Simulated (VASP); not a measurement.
Here is a VASP 6.6.1 calculation.

The input INCAR:

```
PREC = Accurate
ENCUT = 520
EDIFF = 1E-6
ISMEAR = 0
SIGMA = 0.1
LREAL = Auto
LASPH = True
NELM = 80
ALGO = Normal
ISIF = 2
LWAVE = False
LCHARG = False
GGA = PS
ISYM = 0
NBANDS = 86
```

KPOINTS

```
Automatic mesh
0
Gamma
  3 3 2
  0 0 0.5
```

POSCAR

```
Sn7O8
1.0
   -0.0075035987      5.3706306395     -0.0042891595
   -5.3699169829      0.0075035987      0.0058917149
   -0.0104047294     -0.0075746272      9.1911201581
Sn O
7 8
Direct
    0.2470491381      0.0002579022      0.8575011389
    0.7474052254      0.0005456216      0.1215670670
    0.2479677185      0.5001785623      0.1214902141
    0.2481692467      0.9988267195      0.3746237079
    0.7488344497      0.4993022158      0.3750931899
    0.7463222561      1.0018420754      0.6491263514
    0.2467263111      0.5011713205      0.6488561945
    0.4989769429      0.2512089141      0.2497369144
    0.9969992635      0.7485825891      0.2489539751
    0.4886617238      0.7592537554      0.7474181707
    1.0052085797      0.2426917088      0.7476185412
    0.4889207848      0.2430695667      0.7490503423
    1.0048111633      0.7591322155      0.7482314721
    0.4994725389      0.7488715956      0.2486041026
    0.9967849617      0.2507865575      0.2486564440
```

Potentials or basis: VASP PAW PBE potentials, release 64 (Sn_d, O).

Launch:

```console
$ cat potpaw_PBE.64/Sn_d/POTCAR potpaw_PBE.64/O/POTCAR > POTCAR
$ mpirun -np 1 vasp_std > vasp.out
```

Q: What does it give for the band gap on the k mesh?

A: 0.02 eV (least direct gap 0.45 eV).

Q: What does it give for the pressure?

A: 0.2 GPa.

Q: Predict the largest force.

A: 0.131 eV/Å.

Stress tensor (GPa, compression positive):
```
 0.29 -0.03  0.00
-0.03  0.24 -0.02
 0.00 -0.02  0.04
```

Caveat: the PAW data sets were made with another functional, which shifts forces and pressure a little; spin-orbit coupling is left out, which moves the levels of the heavy elements; a shifted mesh leaves out Γ, where band edges can lie. A k mesh can miss the band edges.
